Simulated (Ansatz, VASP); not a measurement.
**Two plane-wave programs on KTaO3**

INCAR

```
PREC     = Accurate       # precision mode
ENCUT    = 520            # plane-wave cutoff, eV
EDIFF    = 1E-6           # SCF threshold, eV
ISMEAR   = 0              # smearing method
SIGMA    = 0.05           # smearing width, eV
LREAL    = F              # projectors in reciprocal space
LASPH    = T              # aspherical terms in the spheres
NELM     = 60             # most SCF steps
ALGO     = Normal         # electronic algorithm
ISIF     = 2              # what is computed and relaxed
LWAVE    = F              # write WAVECAR
LCHARG   = T              # write CHGCAR
GGA      = PE             # functional
LELF     = T              # ELF
LVHAR    = T            
NBANDS   = 27             # bands
```

Contents of KPOINTS:

```
regular mesh
0
Gamma
  8 8 8
```

POSCAR

```
KTaO3
1.0
    3.9492268097      0.0000000000      0.0000000000
    0.0000000000      3.9492268097      0.0000000000
    0.0000000000      0.0000000000      3.9492268097
K Ta O
1 1 3
Direct
    0.0000000000      0.0000000000      0.0000000000
    0.5000000000      0.5000000000      0.5000000000
    0.0000000000      0.5000000000      0.5000000000
    0.5000000000      0.5000000000      0.0000000000
    0.5000000000      0.0000000000      0.5000000000
```

Input for Ansatz:

```yaml
crystal:
  lattice:
    - [3.9492268097, 0.0, 0.0]
    - [0.0, 3.9492268097, 0.0]
    - [0.0, 0.0, 3.9492268097]
  atoms:
    - { symbol: K, position: [0.0, 0.0, 0.0] }
    - { symbol: Ta, position: [0.5, 0.5, 0.5] }
    - { symbol: O, position: [0.0, 0.5, 0.5] }
    - { symbol: O, position: [0.5, 0.5, 0.0] }
    - { symbol: O, position: [0.5, 0.0, 0.5] }
basis:
  ecutwfc: 420
  ecutrho_ratio: 4
kpoints:
  mp_grid: { grid: [8, 8, 8] }
hamiltonian:
  xc: pbe
scf:
  occupations: { method: gaussian, width: 0.05 }
output:
  forces: true
  stress: true
  eigenvalues: true
```

Alike in both runs: task single point; functional PBE; k mesh 8 × 8 × 8; occupations gaussian, width 0.05 eV; no spin polarisation.

|  | VASP | Ansatz |
| --- | --- | --- |
| version | VASP 6.6.1 | Ansatz 0.2.0 |
| potentials or method | VASP PAW PBE potentials, release 64 (K_sv, Ta_pv, O), cutoff 520 eV | scalar-relativistic, plane waves, PAW |
| valence electrons in the cell | 38 | 40 |

```csv
,VASP,Ansatz,Ansatz less VASP
gap on the k mesh at the Fermi level (eV),2.24,2.29,+0.049
least direct gap on the mesh (eV),2.85,2.88,+0.036
pressure (GPa),12.9,12.1,-0.81
```

VASP's potentials hold 38 valence electrons a cell and Ansatz's 40, so a difference there can come from the potentials and not from the codes.

Neither program's run includes spin-orbit coupling.
